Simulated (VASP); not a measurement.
# GeP5 (F-43m) in VASP: further runs, part 2 of 2

VASP 6.6.1.

## (4) Single point, PBE

This run uses another cell than the first one, of 16.98 Å³/atom.

INCAR

```
SYSTEM = GeP5
PREC = Accurate
ENCUT = 520
EDIFF = 1E-7
ISMEAR = 0
SIGMA = 0.1
LREAL = .FALSE.
LASPH = .TRUE.
NELM = 60
ALGO = Normal
ISIF = 2
LWAVE = .FALSE.
LCHARG = .FALSE.
GGA = PE
NBANDS = 28
```

KPOINTS

```
regular mesh
0
G
  10 10 10
  0 0 0
```

POSCAR

```
GeP5
1.0
    0.0000000000      3.7066400119      3.7066400119
    3.7066400119      0.0000000000      3.7066400119
    3.7066400119      3.7066400119      0.0000000000
Ge P
1 5
Direct
    0.0000000000      0.0000000000      0.0000000000
    0.2500000000      0.2500000000      0.2500000000
    0.6113756436      0.6113756436      0.6113756436
    0.1658730693      0.6113756436      0.6113756436
    0.6113756436      0.6113756436      0.1658730693
    0.6113756436      0.1658730693      0.6113756436
```

Potentials or basis: VASP PAW PBE potentials, release 64 (Ge_d, P).

Started as:

```bash
cat potpaw_PBE.64/Ge_d/POTCAR potpaw_PBE.64/P/POTCAR > POTCAR
mpirun -np 1 vasp_std > vasp.out
```

OUTCAR:

```text
SYSTEM = GeP5
   PREC = Accurate
   ENCUT = 520
   EDIFF = 1E-7
   ISMEAR = 0
   LREAL = .FALSE.
   LASPH = .TRUE.
   NELM = 60
   ISIF = 2
   GGA = PE

 ion  position               nearest neighbor table
   1  0.000  0.000  0.000-
   2  0.250  0.250  0.250-
   3  0.611  0.611  0.611-   4 2.34   5 2.34   6 2.34   4 2.91   6 2.91   5 2.91
   4  0.166  0.611  0.611-   3 2.34   5 2.34   6 2.34   6 2.91   5 2.91   3 2.91
   5  0.611  0.611  0.166-   3 2.34   4 2.34   6 2.34   6 2.91   4 2.91   3 2.91
   6  0.611  0.166  0.611-   3 2.34   4 2.34   5 2.34   4 2.91   5 2.91   3 2.91

  LATTYP: Found a face centered cubic cell.
 ALAT       =     7.4132800238

  Lattice vectors:

 A1 = (   0.0000000000,   3.7066400119,   3.7066400119)
 A2 = (   3.7066400119,   0.0000000000,   3.7066400119)
 A3 = (   3.7066400119,   3.7066400119,   0.0000000000)

Analysis of symmetry for initial positions (statically):
=====================================================================
 Subroutine PRICEL returns:
 Original cell was already a primitive cell.

 Routine SETGRP: Setting up the symmetry group for a
[... 180 lines left out ...]
 fundamental gap:      0.0250935120
 Fermi energy:         7.7854029208

 k-point     1 :       0.0000    0.0000    0.0000
  band No.  band energies     occupation
      1     -17.5041      2.00000
      2     -17.5041      2.00000
      3     -17.5026      2.00000
      4     -17.5026      2.00000
      5     -17.5026      2.00000
      6      -8.1313      2.00000
[... 733 lines left out ...]
     27      11.3514      0.00000
     28      12.7699      0.00000

 [... further k-points ...]

------------------------ aborting loop because EDIFF is reached ----------------------------------------

  FORCE on cell =-STRESS in cart. coord.  units (eV):
  Direction    XX          YY          ZZ          XY          YZ          ZX
  --------------------------------------------------------------------------------------
  -------------------------------------------------------------------------------------
  Total       -0.1019793     -0.1019793     -0.1019793      0.0000000     -0.0000000      0.0000000
  in kB       -1.6041736     -1.6041736     -1.6041736      0.0000000     -0.0000000      0.0000000
  external PRESSURE =      -1.6041736 kB  Pullay stress =       0.0000000 kB

 VOLUME and BASIS-vectors are now :
 -----------------------------------------------------------------------------
  energy-cutoff  :      520.00
  volume of cell :      101.85
      direct lattice vectors                 reciprocal lattice vectors
     0.000000000  3.706640012  3.706640012    -0.134893056  0.134893056  0.134893056
     3.706640012  0.000000000  3.706640012     0.134893056 -0.134893056  0.134893056
     3.706640012  3.706640012  0.000000000     0.134893056  0.134893056 -0.134893056

 POSITION                                       TOTAL-FORCE (eV/Angst)
 -----------------------------------------------------------------------------------
      0.00000      0.00000      0.00000         0.000000     -0.000000      0.000000
      1.85332      1.85332      1.85332         0.000000      0.000000     -0.000000
      4.53230      4.53230      4.53230        -0.047079     -0.047079     -0.047079
      4.53230      2.88098      2.88098        -0.047079      0.047079      0.047079
      2.88098      2.88098      4.53230         0.047079      0.047079     -0.047079
      2.88098      4.53230      2.88098         0.047079     -0.047079      0.047079
 -----------------------------------------------------------------------------------
    total drift:                               -0.000000     -0.000000     -0.000000

  FREE ENERGIE OF THE ION-ELECTRON SYSTEM (eV)
  ---------------------------------------------------
  free  energy   TOTEN  =       -26.9615066459 eV

  energy  without entropy=      -26.9484000807  energy(sigma->0) =      -26.95495336
```

OSZICAR:

```text
N       E                     dE             d eps       ncg     rms          rms(c)
DAV:   1     0.262245894389E+03    0.26225E+03   -0.17109E+04  3424   0.214E+03
DAV:   2     0.941373403032E+01   -0.25283E+03   -0.24214E+03  3012   0.609E+02
DAV:   3    -0.256215955217E+02   -0.35035E+02   -0.34171E+02  3152   0.115E+02
DAV:   4    -0.272761943781E+02   -0.16546E+01   -0.16426E+01  3348   0.262E+01
DAV:   5    -0.273170953194E+02   -0.40901E-01   -0.40837E-01  3248   0.444E+00    0.103E+01
DAV:   6    -0.269715278720E+02    0.34557E+00   -0.96498E-01  3508   0.537E+00    0.571E+00
DAV:   7    -0.269652046902E+02    0.63232E-02   -0.26067E-01  3240   0.203E+00    0.213E+00
DAV:   8    -0.269614714982E+02    0.37332E-02   -0.37930E-02  3184   0.117E+00    0.694E-01
DAV:   9    -0.269615324438E+02   -0.60946E-04   -0.42330E-03  3028   0.347E-01    0.174E-01
DAV:  10    -0.269615126918E+02    0.19752E-04   -0.83229E-04  3304   0.211E-01    0.686E-02
DAV:  11    -0.269615077329E+02    0.49589E-05   -0.11015E-04  3108   0.583E-02    0.316E-02
DAV:  12    -0.269615064796E+02    0.12533E-05   -0.28613E-05  3644   0.406E-02    0.701E-03
DAV:  13    -0.269615067450E+02   -0.26535E-06   -0.48606E-06  3024   0.123E-02    0.638E-03
DAV:  14    -0.269615066459E+02    0.99034E-07   -0.10972E-07  1928   0.212E-03
   1 F= -.26961507E+02 E0= -.26954953E+02  d E =-.131066E-01
```

Run time: 3.6 min. Hardware: 1 thread of Intel Xeon 8259CL, shared host; peak memory 0.3 GiB.

Results:

```yaml
Free_energy: -26.9615 eV
Pressure: -0.2 GPa
Largest_force: 0.082 eV/Å
Band_gap_on_the_k_mesh: zero (an odd number of electrons rules out a gap without spin polarisation)
```

Forces in eV/Å, atoms in the order of the input:
```
Ge   0.000  0.000  0.000
P    0.000  0.000  0.000
P   -0.047 -0.047 -0.047
P   -0.047  0.047  0.047
P    0.047  0.047 -0.047
P    0.047 -0.047  0.047
```

Caveat: an odd number of electrons without spin polarisation forces a metal; a magnetic or distorted state may lie lower.

The gap in the log of VASP goes by the Fermi energy; the results here count the filled bands.